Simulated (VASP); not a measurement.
Write the native input for VASP 6.6.1 that does the following.

| Property | Result |
| --- | --- |
| Task | single point |
| Functional | PBE |
| Potentials or basis | VASP PAW PBE potentials, release 64 (Na_pv, F) |
| Cutoff | 600 eV |
| k mesh | 8 × 8 × 8 |
| Occupations | gaussian, width 0.01 eV |
| Spin | no spin polarisation |
| Dipole correction | no |
| Further INCAR settings | ALGO = Normal; EDIFF = 1e-06; NBANDS = 14 |

The structure of NaF lies in POSCAR:

```
NaF
1.0
    0.0000000000      2.3505835796      2.3505835796
    2.3505835796      0.0000000000      2.3505835796
    2.3505835796      2.3505835796      0.0000000000
Na F
1 1
Direct
    0.0000000000      0.0000000000      0.0000000000
    0.5000000000      0.5000000000      0.5000000000
```

These files were run (other wordings do the same):

INCAR

```
SYSTEM = NaF
ALGO = Normal
EDIFF = 1E-6
ENCUT = 600
GGA = PE
GGA_COMPAT = .False.
ISIF = 2
ISMEAR = 0
LASPH = .True.
LCHARG = .True.
LELF = .True.
LREAL = .False.
LVHAR = .True.
LWAVE = .False.
NBANDS = 14
NELM = 120
PREC = Accurate
SIGMA = 0.01
```

KPOINTS

```
k-points
0
Gamma
  8 8 8
  0 0 0
```

Potentials or basis: VASP PAW PBE potentials, release 64 (Na_pv, F).

Run with:

```bash
$ cat potpaw_PBE.64/Na_pv/POTCAR potpaw_PBE.64/F/POTCAR > POTCAR
$ mpirun -np 1 vasp_std > vasp.out
```

It gave:

```yaml
Pressure: -0.3 GPa
Band_gap_on_the_k_mesh: 6.07 eV
```

It took 26 s on 1 thread of AMD EPYC 7R43 64-Core Processor (Zen 3), with other jobs on the host, peak memory 0.11 GiB.
